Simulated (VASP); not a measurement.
# Si2BO3 (P4mm) in VASP: notebook, part 2 of 3

VASP 6.6.1. Earlier steps stand in the parts before.

### Step 3. Single point, PBE, collinear spin, ferromagnetic start

This run uses another cell than the first one, of 12.75 Å³/atom, 1.050 times its volume.

Contents of INCAR:

```
SYSTEM = Si2BO3
ALGO     = Normal         ! electronic algorithm
EDIFF    = 1E-6           ! SCF threshold, eV
ENCUT    = 520            ! plane-wave cutoff, eV
GGA      = PE             ! functional
ISIF     = 2              ! what is computed and relaxed
ISMEAR   = 0              ! smearing method
ISPIN    = 2              ! spin polarisation
LASPH    = .True.         ! aspherical terms in the spheres
LCHARG   = .False.        ! write CHGCAR
LORBIT   = 11             ! projections on sites
LREAL    = .False.        ! projectors in reciprocal space
LWAVE    = .False.        ! write WAVECAR
MAGMOM   = 0 0 0 1 1 1    ! initial moments
NBANDS   = 28             ! bands
NELM     = 150            ! most SCF steps
PREC     = Accurate       ! precision mode
SIGMA    = 0.1            ! smearing width, eV
```

Contents of KPOINTS:

```
k-points
0
Gamma
  4 4 4
  0 0 0
```

Contents of POSCAR:

```
Si2BO3
1.0
    4.1457066100      0.0000000000      0.0000000000
    0.0000000000      4.1457066100      0.0000000000
    0.0000000000      0.0000000000      4.4495762200
Si B O
2 1 3
Direct
    0.5000000000      0.0000000000      0.5039415500
    0.0000000000      0.5000000000      0.5039415500
    0.5000000000      0.5000000000      0.9305108100
    0.0000000000      0.0000000000      0.6909523200
    0.5000000000      0.0000000000      0.8634176800
    0.0000000000      0.5000000000      0.8634176800
```

Potentials or basis: VASP PAW PBE potentials, release 64 (Si, B, O).

On the command line:

```console
> cat potpaw_PBE.64/Si/POTCAR potpaw_PBE.64/B/POTCAR potpaw_PBE.64/O/POTCAR > POTCAR
> mpirun -np 1 vasp_std > vasp.out
```

OUTCAR:

```text
SYSTEM = Si2BO3
   EDIFF = 1E-6
   ENCUT = 520
   GGA = PE
   ISIF = 2
   ISMEAR = 0
   ISPIN = 2
   LASPH = .True.
   LORBIT = 11
   LREAL = .False.
   NELM = 150
   PREC = Accurate

 ion  position               nearest neighbor table
   1  0.500  0.000  0.504-   5 1.60   4 2.23   4 2.23   2 2.93   2 2.93   2 2.93   2 2.93
   2  0.000  0.500  0.504-   6 1.60   4 2.23   4 2.23   1 2.93   1 2.93   1 2.93   1 2.93
   3  0.500  0.500  0.931-
   4  0.000  0.000  0.691-   1 2.23   2 2.23   2 2.23   1 2.23
   5  0.500  0.000  0.863-   1 1.60
   6  0.000  0.500  0.863-   2 1.60

  LATTYP: Found a simple tetragonal cell.
 ALAT       =     4.1457066100
 C/A-ratio  =     1.0732974228

  Lattice vectors:

 A1 = (   4.1457066100,   0.0000000000,   0.0000000000)
 A2 = (   0.0000000000,   4.1457066100,   0.0000000000)
 A3 = (   0.0000000000,   0.0000000000,   4.4495762200)

Analysis of symmetry for initial positions (statically):
=====================================================================
 Subroutine PRICEL returns:
 Original cell was already a primitive cell.

 Routine SETGRP: Setting up the symmetry group for a
 simple tetragonal supercell.

 Subroutine GETGRP returns: Found  8 space group operations
 (whereof  8 operations were pure point group operations)
 out of a pool of 16 trial point group operations.

The static configuration has the point symmetry C_4v.

Analysis of symmetry for dynamics (positions and initial velocities):
=====================================================================
 Subroutine PRICEL returns:
 Original cell was already a primitive cell.

 Routine SETGRP: Setting up the symmetry group for a
 simple tetragonal supercell.

 Subroutine GETGRP returns: Found  8 space group operations
 (whereof  8 operations were pure point group operations)
 out of a pool of 16 trial point group operations.

The dynamic configuration has the point symmetry C_4v.

Analysis of structural, dynamic, and magnetic symmetry:
=====================================================================
 Subroutine PRICEL returns:
 Original cell was already a primitive cell.

 Routine SETGRP: Setting up the symmetry group for a
 simple tetragonal supercell.

 Subroutine GETGRP returns: Found  8 space group operations
 (whereof  8 operations were pure point group operations)
 out of a pool of 16 trial point group operations.

The overall configuration has the point symmetry C_4v.

 Subroutine INISYM returns: Found  8 space group operations
 (whereof  8 operations are pure point group operations),
 and found     1 'primitive' translations

----------------------------------------------------------------------------------------

                                     Primitive cell

  volume of cell :      76.4743

  direct lattice vectors                    reciprocal lattice vectors
     4.145706610  0.000000000  0.000000000     0.241213403  0.000000000  0.000000000
     0.000000000  4.145706610  0.000000000     0.000000000  0.241213403  0.000000000
     0.000000000  0.000000000  4.449576220     0.000000000  0.000000000  0.224740503

  length of vectors
     4.145706610  4.145706610  4.449576220     0.241213403  0.241213403  0.224740503

  position of ions in fractional coordinates (direct lattice)
     0.500000000  0.000000000  0.503941550
     0.000000000  0.500000000  0.503941550
     0.500000000  0.500000000  0.930510810
[... 86 lines left out ...]
   TEBEG  =    0.0;   TEEND  =   0.0 temperature during run
   PSTRESS=    0.0 pullay stress
   NELECT =      29.0000    total number of electrons
   NUPDOWN=      -1.0000    fix difference up-down
   EMIN   =  10.00;   EMAX   =-10.00  energy-range for DOS
   EFERMI =   0.00;   METHOD = LEGACY
   ISMEAR =     0;   SIGMA  =   0.10  broadening in eV -4-tet -1-fermi 0-gaus
   EFERMI_NEDOS =   21; number of points for ismear=-14 and -15
   IALGO  =     38    algorithm
   IMIX   =      4    mixing-type and parameters
     AMIX     =   0.40;   BMIX     =  1.00
     AMIX_MAG =   1.60;   BMIX_MAG =  1.00
  volume/ion in A,a.u.               =      12.75        86.01
  Fermi-wavevector in a.u.,A,eV,Ry     =   1.184956  2.239242 19.104223  1.404121
  Thomas-Fermi vector in A             =   2.321160
   LORBIT       =     11    0 simple, 1 ext, 2 COOP (PROOUT), +10 PAW based schemes
   GGA     = PE    functional components
   LHFCALC =     F    Hartree Fock is set to
   AEXX    =    0.0000 exact exchange contribution
   IVDW    =     0    specifies the selected vdW correction
   LEPSILON=     F    determine dielectric tensor
   LRPA    =     F    only Hartree local field effects (RPA)
 spin polarized calculation
 Gauss-broadening in eV      SIGMA  =   0.10
  energy-cutoff  :      520.00
  volume of cell :       76.47
 maximum number of plane-waves:      2076
 NGX is ok and might be reduce to    32
   NGX = 15   NGY = 15   NGZ = 17

 number of electron      29.0000008 magnetization       0.0000664

 number of electron      29.0000008 magnetization      -0.0012946

 Free energy of the ion-electron system (eV)
  ---------------------------------------------------
  ext. energy  EPLUGINS =         0.00000000
  ---------------------------------------------------
  free energy    TOTEN  =       -29.74058086 eV

  energy without entropy =      -29.71623714  energy(sigma->0) =      -29.72840900

 E-fermi :   4.0088     XC(G=0): -10.0853

 val. band max:        3.9687179483   @ k =   0.2500   0.2500   0.2500
 cond. band min:       4.0362737060   @ k =   0.5000   0.2500   0.0000
 fundamental gap:      0.0675557578
 Fermi energy:         4.0087961124

 spin component 1

 k-point     1 :       0.0000    0.0000    0.0000
  band No.  band energies     occupation
      1     -16.4155      1.00000
      2     -14.7321      1.00000
      3     -12.7041      1.00000
      4      -3.3895      1.00000
      5      -3.0306      1.00000
      6      -3.0306      1.00000
[... 511 lines left out ...]
     25      14.2548      0.00000
     26      14.4811      0.00000
 Fermi energy:         4.0087961124

 spin component 2

 k-point     1 :       0.0000    0.0000    0.0000
  band No.  band energies     occupation
      1     -16.4160      1.00000
      2     -14.7325      1.00000
      3     -12.7051      1.00000
      4      -3.3897      1.00000
      5      -3.0310      1.00000
      6      -3.0310      1.00000
[... 511 lines left out ...]
     25      14.2547      0.00000
     26      14.4809      0.00000
 [bands above 26 left out]

------------------------ aborting loop because EDIFF is reached ----------------------------------------

  FORCE on cell =-STRESS in cart. coord.  units (eV):
  Direction    XX          YY          ZZ          XY          YZ          ZX
  --------------------------------------------------------------------------------------
  -------------------------------------------------------------------------------------
  Total       -2.7578953     -2.7578953      5.9700703      0.0000000      0.0000000     -0.0000000
  in kB      -57.7793394    -57.7793394    125.0760764      0.0000000      0.0000000     -0.0000000
  external PRESSURE =       3.1724659 kB  Pullay stress =       0.0000000 kB

 VOLUME and BASIS-vectors are now :
 -----------------------------------------------------------------------------
  energy-cutoff  :      520.00
  volume of cell :       76.47
      direct lattice vectors                 reciprocal lattice vectors
     4.145706610  0.000000000  0.000000000     0.241213403  0.000000000  0.000000000
     0.000000000  4.145706610  0.000000000     0.000000000  0.241213403  0.000000000
     0.000000000  0.000000000  4.449576220     0.000000000  0.000000000  0.224740503

 POSITION                                       TOTAL-FORCE (eV/Angst)
 -----------------------------------------------------------------------------------
      2.07285      0.00000      2.24233        -0.000000     -0.000000     -0.969170
      0.00000      2.07285      2.24233        -0.000000     -0.000000     -0.969170
      2.07285      2.07285      4.14038         0.000000      0.000000     -0.306546
      0.00000      0.00000      3.07445        -0.000000     -0.000000     -5.034984
      2.07285      0.00000      3.84184        -0.000000     -0.000000      3.639935
      0.00000      2.07285      3.84184        -0.000000     -0.000000      3.639935
 -----------------------------------------------------------------------------------
    total drift:                                0.000000      0.000000      0.000175

  FREE ENERGIE OF THE ION-ELECTRON SYSTEM (eV)
  ---------------------------------------------------
  free  energy   TOTEN  =       -29.7405808641 eV

  energy  without entropy=      -29.7162371373  energy(sigma->0) =      -29.72840900

 total charge

# of ion       s       p       d       tot
------------------------------------------
    1        0.839   0.696   0.000   1.534
    2        0.839   0.696   0.000   1.534
    3        0.789   0.486   0.000   1.274
    4        1.632   3.192   0.000   4.824
    5        1.606   3.403   0.000   5.009
    6        1.606   3.403   0.000   5.009
--------------------------------------------------
tot          7.309  11.876   0.000  19.185

 magnetization (x)

# of ion       s       p       d       tot
------------------------------------------
    1       -0.000  -0.000   0.000  -0.000
    2       -0.000  -0.000   0.000  -0.000
    3       -0.000   0.000   0.000   0.000
    4       -0.000  -0.001   0.000  -0.001
    5       -0.000  -0.000   0.000  -0.000
    6       -0.000  -0.000   0.000  -0.000
--------------------------------------------------
tot         -0.000  -0.002   0.000  -0.002
```

It took 69 s on 1 thread of Intel Xeon Platinum 8259CL at 2.50GHz (Skylake/Cascade Lake), shared host; peak memory 0.23 GiB.

What came out:

```yaml
Free_energy: -29.7406 eV
Pressure: 0.3 GPa
Largest_force: 5.035 eV/Å
Net_moment: 0.00 μB per cell
Valence_electrons_inside_the_program's_atomic_spheres: Si 1.53; B 1.27; O 4.82, 5.01
```

Forces on the atoms (eV/Å):
```
Si   0.000  0.000 -0.969
Si   0.000  0.000 -0.969
B    0.000  0.000 -0.307
O    0.000  0.000 -5.035
O    0.000  0.000  3.640
O    0.000  0.000  3.640
```

Stress tensor (GPa, compression positive):
```
-5.78  0.00  0.00
 0.00 -5.78  0.00
 0.00  0.00 12.51
```

Caveat: the k points lie up to 0.38 Å⁻¹ apart; forces of over 1 eV/Å act on the atoms, so gaps and moduli don't describe the material at rest.

[end of part 2 of 3]
